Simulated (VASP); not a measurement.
A run of VASP 6.6.1 is set up as follows.

INCAR

```
ALGO = Normal ; EDIFF = 1E-6
ENCUT = 400 ; GGA = PS
GGA_COMPAT = False ; ISIF = 2
ISMEAR = -1 ; ISYM = -1
LASPH = True ; LCHARG = False
LREAL = Auto ; LWAVE = False
NBANDS = 206 ; NELECT = 358.0
NELM = 120 ; PREC = Accurate
SIGMA = 0.05
```

Contents of KPOINTS:

```
explicit points
1
Reciprocal
  0.25000000   0.25000000   0.25000000 1
```

The input POSCAR:

```
Cs8Sn8Br25
1.0
   11.5000000000      0.0000000000      0.0000000000
    0.0000000000     11.5000000000      0.0000000000
    0.0000000000      0.0000000000     11.5000000000
Cs Sn Br
8 8 25
Direct
    0.0148320000      0.0355770000      0.9997500000
    0.9956880000      0.9655730000      0.4958160000
    0.0146370000      0.5014930000      0.0018330000
    0.9842780000      0.5145590000      0.5054100000
    0.4809920000      0.0047020000      0.9989640000
    0.5168130000      0.9797090000      0.4909680000
    0.4958650000      0.4856520000      0.0155630000
    0.5058760000      0.5497880000      0.5005830000
    0.2489630000      0.2534750000      0.2602230000
    0.2714260000      0.2560210000      0.6892390000
    0.2516890000      0.7517200000      0.2452880000
    0.2530040000      0.7562450000      0.7443670000
    0.7508090000      0.2501260000      0.2549850000
    0.7525870000      0.2551380000      0.7555350000
    0.7535130000      0.7500310000      0.2475210000
    0.7528750000      0.7560830000      0.7558470000
    0.2502390000      0.2575790000      0.0187820000
    0.1183990000      0.2406120000      0.5068910000
    0.2516830000      0.7455950000      0.9950380000
    0.2559150000      0.7631820000      0.4959750000
    0.7565540000      0.2635950000      0.0104080000
    0.7548600000      0.2439740000      0.5138550000
    0.7531100000      0.7342330000      0.0008410000
    0.7516380000      0.7579360000      0.5024330000
    0.0010030000      0.2707800000      0.2217210000
    0.9856110000      0.2734410000      0.7852930000
    0.0022590000      0.7328420000      0.2530100000
    0.0011400000      0.7424910000      0.7457850000
    0.5115900000      0.2271670000      0.2231740000
    0.5111740000      0.2509090000      0.7992600000
    0.5034600000      0.7663130000      0.2450920000
    0.5028950000      0.7650830000      0.7501770000
    0.2366750000      0.0007450000      0.2464590000
    0.2487490000      0.0032550000      0.7401970000
    0.2662510000      0.5033710000      0.2607950000
    0.2549420000      0.5020000000      0.7251090000
    0.7705230000      0.0000520000      0.2474350000
    0.7595440000      0.0062480000      0.7661730000
    0.7357010000      0.4995450000      0.2635770000
    0.7418320000      0.5007720000      0.7457580000
    0.4132670000      0.2631460000      0.5039680000
```

Potentials or basis: VASP PAW PBE potentials, release 64 (Cs_sv, Sn_d, Br).

The run is started by

```bash
$ cat potpaw_PBE.64/Cs_sv/POTCAR potpaw_PBE.64/Sn_d/POTCAR potpaw_PBE.64/Br/POTCAR > POTCAR
$ mpirun -np 1 vasp_std > vasp.out
```

Question: What does it give for the largest force?

Answer: 0.027 eV/Å.

Forces on the atoms (eV/Å):
```
Cs  -0.009 -0.006 -0.001
Cs   0.005  0.004  0.000
Cs   0.000  0.003 -0.002
Cs  -0.006 -0.002 -0.002
Cs  -0.002 -0.001 -0.005
Cs   0.004  0.004 -0.003
Cs   0.004 -0.002 -0.004
Cs  -0.007 -0.012  0.001
Sn   0.020 -0.005  0.000
Sn  -0.003 -0.001 -0.005
Sn   0.001  0.001 -0.008
Sn  -0.008 -0.013  0.007
Sn  -0.009  0.000  0.010
Sn  -0.027  0.000  0.003
Sn  -0.005  0.000 -0.009
Sn   0.004 -0.008  0.005
Br   0.003 -0.001  0.000
Br  -0.015 -0.001 -0.015
Br   0.000  0.005  0.002
Br   0.001 -0.006 -0.002
Br   0.002  0.000 -0.009
Br   0.013 -0.001 -0.001
Br  -0.001  0.004  0.000
Br   0.001  0.002 -0.003
Br  -0.002  0.007  0.000
Br   0.016 -0.006 -0.002
Br   0.011  0.000  0.001
Br   0.009  0.011 -0.001
Br  -0.008 -0.005  0.002
Br   0.014 -0.003  0.013
Br  -0.003  0.002 -0.004
Br  -0.013 -0.002 -0.002
Br  -0.002 -0.002  0.012
Br   0.004 -0.002 -0.005
Br  -0.001  0.004  0.010
Br   0.001  0.018  0.000
Br   0.009  0.002  0.001
Br   0.000  0.004  0.009
Br   0.004  0.001 -0.002
Br  -0.003 -0.008  0.001
Br   0.000  0.014  0.008
```

Caveat: the cell carries a net charge on a neutralising background, which shifts energy and pressure; the PAW data sets were made with another functional, which shifts forces and pressure a little.
